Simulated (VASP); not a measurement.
# Ni (Fm-3m) in VASP: further runs

The runs below take Ni through single point, relaxation of cell and atoms, with LDA.

Program: VASP 6.6.1. These are calculated values, not measurements. Logs are shortened: lines on timing, memory, paths and dates and some standing lists are left out, and cuts for length are marked.

### 1 The cell of the first run

Symmetry: Fm-3m, No. 225, cubic system. Conventional cell: a = 3.475 Å, b = 3.475 Å, c = 3.475 Å, α = 90.00°, β = 90.00°, γ = 90.00°. Within 3.2 Å of Ni (site symmetry m-3m) lie 12 Ni at 2.46 Å.

### 2 Single point, LDA, collinear spin, ferromagnetic start

The input, INCAR:

```
SYSTEM = Ni
ALGO = Fast ; EDIFF = 1E-6
ENCUT = 520 ; GGA = CA
ISIF = 2 ; ISMEAR = 0
ISPIN = 2 ; LASPH = .True.
LCHARG = .False. ; LMAXMIX = 4
LORBIT = 11 ; LREAL = .False.
LWAVE = .False. ; MAGMOM = 2
NBANDS = 15 ; NELM = 150
PREC = Accurate ; SIGMA = 0.1
```

The input, KPOINTS:

```
k-points
0
Gamma
  8 8 8
  0 0 0
```

The input, POSCAR:

```
Ni
1.0
    0.0000000000      1.7375729300      1.7375729300
    1.7375729300      0.0000000000      1.7375729300
    1.7375729300      1.7375729300      0.0000000000
Ni
1
Direct
    0.0000000000      0.0000000000      0.0000000000
```

Potentials or basis: VASP PAW LDA potentials, release 64 (Ni).

Command:

```bash
$ cat potpaw_LDA.64/Ni/POTCAR > POTCAR
$ mpirun -np 1 vasp_std > vasp.out
```

OUTCAR:

```text
SYSTEM = Ni
   EDIFF = 1E-6
   ENCUT = 520
   GGA = CA
   ISIF = 2
   ISMEAR = 0
   ISPIN = 2
   LASPH = .True.
   LORBIT = 11
   LREAL = .False.
   NELM = 150
   PREC = Accurate

 ion  position               nearest neighbor table
   1  0.000  0.000  0.000-

  LATTYP: Found a face centered cubic cell.
 ALAT       =     3.4751458600

  Lattice vectors:

 A1 = (   0.0000000000,   1.7375729300,   1.7375729300)
 A2 = (   1.7375729300,   0.0000000000,   1.7375729300)
 A3 = (   1.7375729300,   1.7375729300,   0.0000000000)

Analysis of symmetry for initial positions (statically):
[... 25 lines left out ...]
The dynamic configuration has the point symmetry O_h .

Analysis of structural, dynamic, and magnetic symmetry:
=====================================================================
 Subroutine PRICEL returns:
[... 7 lines left out ...]
 out of a pool of 48 trial point group operations.

The overall configuration has the point symmetry O_h .

 Subroutine INISYM returns: Found 48 space group operations
[... 5 lines left out ...]
                                     Primitive cell

  volume of cell :      10.4920

  direct lattice vectors                    reciprocal lattice vectors
     0.000000000  1.737572930  1.737572930    -0.287757706  0.287757706  0.287757706
     1.737572930  0.000000000  1.737572930     0.287757706 -0.287757706  0.287757706
     1.737572930  1.737572930  0.000000000     0.287757706  0.287757706 -0.287757706

  length of vectors
     2.457299203  2.457299203  2.457299203     0.498410967  0.498410967  0.498410967

  position of ions in fractional coordinates (direct lattice)
     0.000000000  0.000000000  0.000000000

  ion indices of the primitive-cell ions
   primitive index   ion index
                 1           1

----------------------------------------------------------------------------------------

 KPOINTS: k-points

Automatic generation of k-mesh.
 Grid dimensions read from file:
 generate k-points for:    8    8    8

 Generating k-lattice:

  Cartesian coordinates                     Fractional coordinates (reciprocal lattice)
    -0.035969713  0.035969713  0.035969713     0.125000000  0.000000000  0.000000000
     0.035969713 -0.035969713  0.035969713     0.000000000  0.125000000  0.000000000
     0.035969713  0.035969713 -0.035969713     0.000000000  0.000000000  0.125000000

  Length of vectors
     0.062301371  0.062301371  0.062301371

  Shift w.r.t. Gamma in fractional coordinates (k-lattice)
     0.000000000  0.000000000  0.000000000

 Subroutine IBZKPT returns following result:
[... 78 lines left out ...]
   LEPSILON=     F    determine dielectric tensor
   LRPA    =     F    only Hartree local field effects (RPA)
 spin polarized calculation
 RMM-DIIS sequential band-by-band and
 Gauss-broadening in eV      SIGMA  =   0.10
  energy-cutoff  :      520.00
  volume of cell :       10.49
 maximum number of plane-waves:       295
   NGX =  9   NGY =  9   NGZ =  9

 number of electron      10.0000000 magnetization       2.0000000

 number of electron       9.9999998 magnetization       0.6990917

 Free energy of the ion-electron system (eV)
  ---------------------------------------------------
  ext. energy  EPLUGINS =         0.00000000
  ---------------------------------------------------
  free energy    TOTEN  =        -6.56372797 eV

  energy without entropy =       -6.55488004  energy(sigma->0) =       -6.55930400

 E-fermi :   9.5373     XC(G=0): -13.8314

 val. band max:        9.5162449225   @ k =  -0.2500   0.3750   0.1250
 cond. band min:       9.5523556427   @ k =   0.3750   0.3750   0.0000
 fundamental gap:      0.0361107201
 Fermi energy:         9.5372817111

 spin component 1

 k-point     1 :       0.0000    0.0000    0.0000
  band No.  band energies     occupation
      1       0.3004      1.00000
      2       7.0474      1.00000
      3       7.0474      1.00000
      4       7.0474      1.00000
      5       8.2518      1.00000
      6       8.2518      1.00000
      7      33.6304      0.00000
      8      37.6658      0.00000
      9      37.6658      0.00000
     10      37.6658      0.00000
     11      40.7414      0.00000
     12      40.7414      0.00000
     13      40.7414      0.00000
     14      43.8648      0.00000
[... 403 lines left out ...]
      4       7.6970      1.00000
      5       8.8924      1.00000
      6      13.0231      0.00000
      7      15.8860      0.00000
      8      25.9183      0.00000
      9      26.8435      0.00000
     10      35.7734      0.00000
     11      40.0674      0.00000
     12      47.4839      0.00000
     13      50.0738      0.00000
     14      50.7677      0.00000
     15      52.1715      0.00000

 [... further k-points ...]

 spin component 2

 k-point     1 :       0.0000    0.0000    0.0000
  band No.  band energies     occupation
      1       0.3734      1.00000
      2       7.7414      1.00000
      3       7.7414      1.00000
      4       7.7414      1.00000
      5       8.9091      1.00000
      6       8.9091      1.00000
      7      33.6411      0.00000
      8      37.7455      0.00000
      9      37.7455      0.00000
     10      37.7455      0.00000
     11      40.9499      0.00000
     12      40.9499      0.00000
     13      40.9499      0.00000
     14      43.8596      0.00000
[... 403 lines left out ...]
      4       8.3419      1.00000
      5       9.6421      0.06913
      6      13.3584      0.00000
      7      16.2612      0.00000
      8      26.1000      0.00000
      9      27.0253      0.00000
     10      35.8718      0.00000
     11      40.2212      0.00000
     12      47.5684      0.00000
     13      50.2163      0.00000
     14      50.9934      0.00000
     15      52.5963      0.00000

 [... further k-points ...]
[... 5 lines left out ...]
  --------------------------------------------------------------------------------------
  -------------------------------------------------------------------------------------
  Total       -0.6430280     -0.6430280     -0.6430280      0.0000000      0.0000000     -0.0000000
  in kB      -98.1931834    -98.1931834    -98.1931834      0.0000000      0.0000000     -0.0000000
  external PRESSURE =     -98.1931834 kB  Pullay stress =       0.0000000 kB

 VOLUME and BASIS-vectors are now :
 -----------------------------------------------------------------------------
  energy-cutoff  :      520.00
  volume of cell :       10.49
      direct lattice vectors                 reciprocal lattice vectors
     0.000000000  1.737572930  1.737572930    -0.287757706  0.287757706  0.287757706
     1.737572930  0.000000000  1.737572930     0.287757706 -0.287757706  0.287757706
     1.737572930  1.737572930  0.000000000     0.287757706  0.287757706 -0.287757706

 POSITION                                       TOTAL-FORCE (eV/Angst)
 -----------------------------------------------------------------------------------
      0.00000      0.00000      0.00000         0.000000      0.000000      0.000000
 -----------------------------------------------------------------------------------
    total drift:                                0.000000     -0.000000     -0.000000

  FREE ENERGIE OF THE ION-ELECTRON SYSTEM (eV)
  ---------------------------------------------------
  free  energy   TOTEN  =        -6.5637279682 eV

  energy  without entropy=       -6.5548800402  energy(sigma->0) =       -6.55930400

 total charge

# of ion       s       p       d       tot
------------------------------------------
    1        0.516   0.534   8.334   9.384

 magnetization (x)

# of ion       s       p       d       tot
------------------------------------------
    1       -0.000  -0.012   0.711   0.699
```

stdout:

```text
POSCAR found type information on POSCAR Ni
 POSCAR found :  1 types and       1 ions
 scaLAPACK will be used
 LDA part: xc-table for (Slater(with rela. corr.)+CA(PZ))
 , standard interpolation
 POSCAR, INCAR and KPOINTS ok, starting setup
 FFT: planning ... GRIDC
 FFT: planning ... GRID_SOFT
 FFT: planning ... GRID
 WAVECAR not read
 entering main loop
```

Run time: 6.4 s. Hardware: 1 thread of Intel Xeon 6975P-C (Granite Rapids), shared host; peak memory 0.11 GiB.

What came out:

```yaml
Free_energy: -6.5637 eV
Pressure: -9.8 GPa
Net_moment: 0.70 μB per cell
Site_moments: Ni +0.70 μB
Valence_electrons_inside_the_program's_atomic_spheres: Ni 9.38
```

Caveat: the k points lie up to 0.39 Å⁻¹ apart.

[end of part 1 of 2]
